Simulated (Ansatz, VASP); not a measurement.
## WSe2 in VASP and in Ansatz

```
W Se
1.0
     3.24965    0.00000    0.00000
    -1.62483    2.81428    0.00000
     0.00000    0.00000   12.82308
W Se
2 4
Direct
  0.33333 0.66667 0.25000
  0.66667 0.33333 0.75000
  0.33333 0.66667 0.62001
  0.66667 0.33333 0.12001
  0.33333 0.66667 0.87999
  0.66667 0.33333 0.37999
```

Alike in both runs: functional LDA; k mesh 12 × 12 × 2; occupations fermi-dirac, width 0.02 eV; no spin polarisation.

Ansatz relaxed the structure, and its values are those at the end. VASP's run is a single point on that final structure, the one shown.

```csv
,VASP,Ansatz
version,VASP 6.6.1,Ansatz 0.2.0
potentials or method,"VASP PAW LDA potentials, release 64 (W_sv, Se), cutoff 520 eV",PAW plane waves
valence electrons in the cell,52,92
```

Ansatz gave:

```
gap on the k mesh at the Fermi level (eV) : 0.89
pressure (GPa)                            : 0.0
rms of the force components (eV/Å)        : 0.000
```

Problem. What did VASP give for the same quantities?

Solution. gap on the k mesh at the Fermi level (eV): 0.88; pressure (GPa): 0.8; rms of the force components (eV/Å): 0.048.

Ansatz warns that its potentials were made for another functional, while VASP's fit it. LDA's correlation is that of Perdew and Zunger in VASP and of Perdew and Wang (1992) in Ansatz. VASP's potentials hold 52 valence electrons a cell and Ansatz's 92, so a difference there can come from the potentials and not from the codes.

Spin-orbit coupling is off throughout.
